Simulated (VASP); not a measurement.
Write the native input for VASP 6.6.1 that does the following.

* Task: single point
* Functional: PBE
* Potentials or basis: VASP PAW PBE potentials, release 64 (Si, Hg)
* Cutoff: 500 eV
* k mesh: 6 × 6 × 4
* Occupations: gaussian, width 0.1 eV
* Spin: no spin polarisation
* Dipole correction: no
* Further INCAR settings: ALGO = Normal; EDIFF = 1e-06; NBANDS = 22

The structure of Si4Hg lies in POSCAR:

```
Si4Hg
1.0
    2.4554859531     -2.5589088107      0.0000000000
    2.4554859531      2.5589088107      0.0000000000
    0.0000000000      0.0000000000      7.5893788022
Si Hg
4 1
Direct
    0.0000000000      0.5000000000      0.8350704588
    0.5000000000      0.0000000000      0.1649295412
    0.0000000000      0.5000000000      0.1649295412
    0.5000000000      0.0000000000      0.8350704588
    0.5000000000      0.5000000000      0.5000000000
```

The cell was generated, and may not be a known phase.

The input as run:

INCAR

```
PREC     = Accurate       # precision mode
ENCUT    = 500            # plane-wave cutoff, eV
EDIFF    = 1E-6           # SCF threshold, eV
ISMEAR   = 0              # smearing method
SIGMA    = 0.1            # smearing width, eV
LREAL    = False          # projectors in reciprocal space
LASPH    = True           # aspherical terms in the spheres
NELM     = 120            # most SCF steps
ALGO     = Normal         # electronic algorithm
ISIF     = 2              # what is computed and relaxed
LWAVE    = False          # write WAVECAR
LCHARG   = False          # write CHGCAR
GGA      = PE             # functional
NBANDS   = 22             # bands
GGA_COMPAT= False
```

KPOINTS

```
regular mesh
0
Gamma
  6 6 4
```

Potentials or basis: VASP PAW PBE potentials, release 64 (Si, Hg).

Launch:

```bash
$ cat potpaw_PBE.64/Si/POTCAR potpaw_PBE.64/Hg/POTCAR > POTCAR
$ mpirun -np 1 vasp_std > vasp.out
```

It gave:

| Item | Value |
| --- | --- |
| Pressure | 0.1 GPa |
| Largest force | 0.006 eV/Å |
| Band gap on the k mesh | zero (bands 14 and 15 overlap by 3.29 eV) |

Caveat: spin-orbit coupling is left out, which moves the levels of the heavy elements.

Wall time 44 s on 1 thread of Intel(R) Xeon(R) Platinum 8488C (Sapphire Rapids) (shared host), peak memory 0.23 GiB.
